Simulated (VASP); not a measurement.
# Sn2HO2 in VASP: single point with PBE+D3(BJ)

Aim: the single point of Sn2HO2 with PBE+D3(BJ).

All numbers are computed with VASP 6.6.1; they aren't measurements. Logs are shortened: lines on timing, memory, paths and dates and some standing lists are left out, and cuts for length are marked.

**1. The cell of the first run**

The cell holds a slab with vacuum, 5 atoms: a = 3.820 Å, b = 3.820 Å, c = 19.463 Å, α = 90.00°, β = 90.00°, γ = 90.00°.

**2. Single point, PBE+D3(BJ), collinear spin**

Contents of INCAR:

```
SYSTEM = Sn2HO2
PREC     = Accurate       ! precision mode
ENCUT    = 520            ! plane-wave cutoff, eV
EDIFF    = 1E-6           ! SCF threshold, eV
ISMEAR   = 0              ! smearing method
SIGMA    = 0.05           ! smearing width, eV
LREAL    = .FALSE.        ! projectors in reciprocal space
LASPH    = .TRUE.         ! aspherical terms in the spheres
NELM     = 150            ! most SCF steps
ALGO     = Normal         ! electronic algorithm
ISIF     = 2              ! what is computed and relaxed
LWAVE    = .FALSE.        ! write WAVECAR
LCHARG   = .TRUE.         ! write CHGCAR
ISPIN    = 2              ! spin polarisation
MAGMOM   = 0 0 0 0 1      ! initial moments
LORBIT   = 11             ! projections on sites
LDIPOL   = .TRUE.       
IDIPOL   = 3            
DIPOL    = 0.5 0.5 0.304
GGA      = PE             ! functional
IVDW     = 12             ! dispersion correction
LELF     = .TRUE.         ! ELF
LVHAR    = .TRUE.       
LVACPOTAV= .TRUE.       
NBANDS   = 32             ! bands
```

Contents of KPOINTS:

```
Automatic mesh
0
G
  7 7 1
  0 0 0
```

Contents of POSCAR:

```
Sn2HO2
1.0
    3.8201629938      0.0000000000      0.0000000000
    0.0000000000      3.8201629938      0.0000000000
    0.0000000000      0.0000000000     19.4630415395
Sn O H
2 2 1
Direct
    0.7500000000      0.2500000000      0.2055177240
    0.2500000000      0.7500000000      0.3269294538
    0.2500000000      0.2500000000      0.2662235889
    0.7500000000      0.7500000000      0.2662235889
    0.2500000000      0.7500000000      0.4553780313
```

Potentials or basis: VASP PAW PBE potentials, release 64 (Sn_d, O, H).

Run with:

```sh
$ cat potpaw_PBE.64/Sn_d/POTCAR potpaw_PBE.64/O/POTCAR potpaw_PBE.64/H/POTCAR > POTCAR
$ mpirun -np 1 vasp_std > vasp.out
```

OUTCAR:

```text
SYSTEM = Sn2HO2
   PREC = Accurate
   ENCUT = 520
   EDIFF = 1E-6
   ISMEAR = 0
   LREAL = .FALSE.
   LASPH = .TRUE.
   NELM = 150
   ISIF = 2
   ISPIN = 2
   LORBIT = 11
   GGA = PE
   IVDW = 12
 IVDW          = 12

 ion  position               nearest neighbor table
   1  0.750  0.250  0.206-   3 2.25   4 2.25   4 2.25   3 2.25   2 3.59   2 3.59   2 3.59   2 3.59

   2  0.250  0.750  0.327-   3 2.25   4 2.25   3 2.25   4 2.25   1 3.59   1 3.59   1 3.59   1 3.59

   3  0.250  0.250  0.266-   1 2.25   1 2.25   2 2.25   2 2.25
   4  0.750  0.750  0.266-   1 2.25   1 2.25   2 2.25   2 2.25
   5  0.250  0.750  0.455-

  LATTYP: Found a simple tetragonal cell.
 ALAT       =     3.8201629938
 C/A-ratio  =     5.0948196637

  Lattice vectors:

 A1 = (   3.8201629938,   0.0000000000,   0.0000000000)
 A2 = (   0.0000000000,   3.8201629938,   0.0000000000)
 A3 = (   0.0000000000,   0.0000000000,  19.4630415395)

Analysis of symmetry for initial positions (statically):
=====================================================================
 Subroutine PRICEL returns:
 Original cell was already a primitive cell.

 Routine SETGRP: Setting up the symmetry group for a
 simple tetragonal supercell.

 Subroutine GETGRP returns: Found  8 space group operations
 (whereof  2 operations were pure point group operations)
 out of a pool of 16 trial point group operations.

The static configuration has the point symmetry C_1h.
 The point group associated with its full space group is C_4v.

Analysis of symmetry for dynamics (positions and initial velocities):
=====================================================================
 Subroutine PRICEL returns:
 Original cell was already a primitive cell.

 Routine SETGRP: Setting up the symmetry group for a
 simple tetragonal supercell.

 Subroutine GETGRP returns: Found  8 space group operations
 (whereof  2 operations were pure point group operations)
 out of a pool of 16 trial point group operations.

The dynamic configuration has the point symmetry C_1h.
 The point group associated with its full space group is C_4v.

Analysis of structural, dynamic, and magnetic symmetry:
=====================================================================
 Subroutine PRICEL returns:
 Original cell was already a primitive cell.

 Routine SETGRP: Setting up the symmetry group for a
 simple tetragonal supercell.

 Subroutine GETGRP returns: Found  8 space group operations
 (whereof  2 operations were pure point group operations)
 out of a pool of 16 trial point group operations.

The overall configuration has the point symmetry C_1h.
 The point group associated with its full space group is C_4v.

 Subroutine INISYM returns: Found  8 space group operations
 (whereof  2 operations are pure point group operations),
 and found     1 'primitive' translations

----------------------------------------------------------------------------------------

                                     Primitive cell

  volume of cell :     284.0367

  direct lattice vectors                    reciprocal lattice vectors
     3.820162994  0.000000000  0.000000000     0.261768935  0.000000000  0.000000000
     0.000000000  3.820162994  0.000000000     0.000000000  0.261768935  0.000000000
     0.000000000  0.000000000 19.463041540     0.000000000  0.000000000  0.051379431

  length of vectors
     3.820162994  3.820162994 19.463041540     0.261768935  0.261768935  0.051379431

  position of ions in fractional coordinates (direct lattice)
     0.750000000  0.250000000  0.205517724
     0.250000000  0.750000000  0.326929454
     0.250000000  0.250000000  0.266223589
     0.750000000  0.750000000  0.266223589
     0.250000000  0.750000000  0.455378031

  ion indices of the primitive-cell ions
   primitive index   ion index
                 1           1
                 2           2
                 3           3
                 4           4
                 5           5
[... 31 lines left out ...]
  0.285714  0.000000  0.000000      4.000000
  0.428571  0.000000  0.000000      4.000000
  0.142857  0.142857  0.000000      4.000000
  0.285714  0.142857  0.000000      8.000000
  0.428571  0.142857  0.000000      8.000000
  0.285714  0.285714  0.000000      4.000000
  0.428571  0.285714  0.000000      8.000000
  0.428571  0.428571  0.000000      4.000000
   k-points           NKPTS =     10   k-points in BZ     NKDIM =     10   number of bands    NBANDS=     32
   number of dos      NEDOS =    301   number of ions     NIONS =      5
   total plane-waves  NPLWV = 117600
   dimension x,y,z NGX =    28 NGY =   28 NGZ =  150
   dimension x,y,z NGXF=    56 NGYF=   56 NGZF=  300
   ions per type =               2   2   1
   NGX,Y,Z   is equivalent  to a cutoff of  12.19, 12.19, 12.81 a.u.
   NGXF,Y,Z  is equivalent  to a cutoff of  24.37, 24.37, 25.62 a.u.
 SYSTEM =  Sn2HO2
   PREC   = accura    normal or accurate (medium, high low for compatibility)
   ISTART =      0    job   : 0-new  1-cont  2-samecut
   ICHARG =      2    charge: 1-file 2-atom 10-const
   ISPIN  =      2    spin polarized calculation?
   LNONCOLLINEAR =      F non collinear calculations
   LSORBIT =      F    spin-orbit coupling
   LASPH  =      T    aspherical Exc in radial PAW
   ENCUT  =  520.0 eV  38.22 Ry    6.18 a.u.   7.10  7.10 36.19*2*pi/ulx,y,z
   NELM   =    150;   NELMIN=  2; NELMDL= -5     # of ELM steps
   EDIFF  = 0.1E-05   stopping-criterion for ELM
   LREAL  =      F    real-space projection
   EDIFFG = 0.1E-04   stopping-criterion for IOM
   NSW    =      0    number of steps for IOM
   IBRION =     -1    ionic relax: 0-MD 1-quasi-New 2-CG
   NFREE  =      0    steps in history (QN), initial steepest desc. (CG)
   ISIF   =      2    stress and relaxation
   ISYM   =      2    0-nonsym 1-usesym 2-fastsym
   POTIM  = 0.5000    time-step for ionic-motion
   TEBEG  =    0.0;   TEEND  =   0.0 temperature during run
   PSTRESS=    0.0 pullay stress
   NELECT =      41.0000    total number of electrons
   NUPDOWN=      -1.0000    fix difference up-down
   EMIN   =  10.00;   EMAX   =-10.00  energy-range for DOS
   EFERMI =   0.00;   METHOD = LEGACY
   ISMEAR =     0;   SIGMA  =   0.05  broadening in eV -4-tet -1-fermi 0-gaus
   EFERMI_NEDOS =   21; number of points for ismear=-14 and -15
   IALGO  =     38    algorithm
   IMIX   =      4    mixing-type and parameters
     AMIX     =   0.40;   BMIX     =  1.00
     AMIX_MAG =   1.60;   BMIX_MAG =  1.00
  volume/ion in A,a.u.               =      56.81       383.35
  Fermi-wavevector in a.u.,A,eV,Ry     =   0.858772  1.622844 10.034155  0.737490
  Thomas-Fermi vector in A             =   1.976027
   LORBIT       =     11    0 simple, 1 ext, 2 COOP (PROOUT), +10 PAW based schemes
   GGA     = PE    functional components
   LHFCALC =     F    Hartree Fock is set to
   AEXX    =    0.0000 exact exchange contribution
   IVDW    =    12    specifies the selected vdW correction
   LEPSILON=     F    determine dielectric tensor
   LRPA    =     F    only Hartree local field effects (RPA)
 spin polarized calculation
 Gauss-broadening in eV      SIGMA  =   0.05
  energy-cutoff  :      520.00
  volume of cell :      284.04
 maximum number of plane-waves:      7682
   NGX = 15   NGY = 15   NGZ = 73

 dipolmoment           0.000000      0.000000     -0.006239 electrons x Angstroem

 number of electron      40.9999989 magnetization       0.9999999

 dipolmoment           0.000000      0.000000      0.117946 electrons x Angstroem

 Free energy of the ion-electron system (eV)
  ---------------------------------------------------
  ext. energy  EPLUGINS =         0.00000000
  ---------------------------------------------------
  free energy    TOTEN  =       -23.77191214 eV

  energy without entropy =      -23.77191214  energy(sigma->0) =      -23.77191214

 E-fermi :  -1.7646     XC(G=0):  -3.5189

 val. band max:       -2.0056312818   @ k =   0.4286   0.4286   0.0000
 cond. band min:      -1.0642318216   @ k =   0.0000   0.0000   0.0000
 fundamental gap:      0.9413994602
 Fermi energy:        -1.7646201417

 spin component 1

 k-point     1 :       0.0000    0.0000    0.0000
  band No.  band energies     occupation
      1     -23.6462      1.00000
      2     -23.2828      1.00000
      3     -23.2403      1.00000
      4     -23.2403      1.00000
      5     -23.2321      1.00000
      6     -23.1960      1.00000
[... 339 lines left out ...]
     31       6.0164      0.00000
     32       6.1169      0.00000
 Fermi energy:        -1.7646201417

 spin component 2

 k-point     1 :       0.0000    0.0000    0.0000
  band No.  band energies     occupation
      1     -23.6167      1.00000
      2     -23.2594      1.00000
      3     -23.2244      1.00000
      4     -23.2244      1.00000
      5     -23.2119      1.00000
      6     -23.1828      1.00000
[... 339 lines left out ...]
     31       6.4624      0.00000
     32       6.6665      0.00000

------------------------ aborting loop because EDIFF is reached ----------------------------------------

 Edisp (eV)   -0.59877

 E8    (eV) :    -0.2618

  FORCE on cell =-STRESS in cart. coord.  units (eV):
  Direction    XX          YY          ZZ          XY          YZ          ZX
  --------------------------------------------------------------------------------------
  -------------------------------------------------------------------------------------
  Total       0.55781     0.55781    -0.46336     0.00000     0.00000     0.00000
  in kB       3.14646     3.14646    -2.61372     0.00000     0.00000     0.00000
  external pressure =        1.23 kB  Pullay stress =        0.00 kB

 VOLUME and BASIS-vectors are now :
 -----------------------------------------------------------------------------
  energy-cutoff  :      520.00
  volume of cell :      284.04
      direct lattice vectors                 reciprocal lattice vectors
     3.820162994  0.000000000  0.000000000     0.261768935  0.000000000  0.000000000
     0.000000000  3.820162994  0.000000000     0.000000000  0.261768935  0.000000000
     0.000000000  0.000000000 19.463041540     0.000000000  0.000000000  0.051379431

 POSITION                                       TOTAL-FORCE (eV/Angst)
 -----------------------------------------------------------------------------------
      2.86512      0.95504      4.00000        -0.000000     -0.000000     -0.051532
      0.95504      2.86512      6.36304         0.000000     -0.000000      0.261656
      0.95504      0.95504      5.18152         0.000000      0.000000     -0.011443
      2.86512      2.86512      5.18152        -0.000000     -0.000000     -0.011443
      0.95504      2.86512      8.86304         0.000000     -0.000000     -0.187238
 -----------------------------------------------------------------------------------
    total drift:                                0.000000      0.000000      0.000622

  FREE ENERGIE OF THE ION-ELECTRON SYSTEM (eV)
  ---------------------------------------------------
  free  energy   TOTEN  =       -24.3706775444 eV

  energy  without entropy=      -24.3706775444  energy(sigma->0) =      -24.37067754

 vacuum level on the upper side and lower side of the slab         3.805         2.339

 total charge

# of ion       s       p       d       tot
------------------------------------------
    1        1.280   0.763  10.054  12.097
    2        1.277   0.748  10.059  12.084
    3        1.578   3.425   0.000   5.004
    4        1.578   3.425   0.000   5.004
    5        0.404   0.002   0.000   0.405
--------------------------------------------------
tot          6.117   8.363  20.113  34.593

 magnetization (x)

# of ion       s       p       d       tot
------------------------------------------
    1        0.001   0.003   0.001   0.006
    2        0.117  -0.014   0.003   0.106
    3        0.005   0.049   0.000   0.054
    4        0.005   0.049   0.000   0.054
    5        0.310  -0.000   0.000   0.310
--------------------------------------------------
tot          0.437   0.088   0.004   0.529
```

Run time: 29 min. Hardware: 1 thread of Intel Xeon Platinum 8259CL at 2.50GHz (Skylake/Cascade Lake), shared host; peak memory 0.5 GiB.

Results:

* Free energy: -24.3707 eV
* Largest force: 0.262 eV/Å
* Band gap on the k mesh: 0.94 eV (least direct gap 1.30 eV)
* Net moment: 1.00 μB per cell
* Site moments: Sn +0.01, +0.11; O +0.05; H +0.31 μB
* Valence electrons inside the program's atomic spheres: Sn 12.10, 12.08; O 5.00; H 0.41
* Dispersion energy per atom: -0.120 eV

Forces in eV/Å, atoms in the order of the input:
```
Sn   0.000  0.000 -0.052
Sn   0.000  0.000  0.262
O    0.000  0.000 -0.011
O    0.000  0.000 -0.011
H    0.000  0.000 -0.187
```

Caveat: spin-orbit coupling is left out, which moves the levels of the heavy elements.
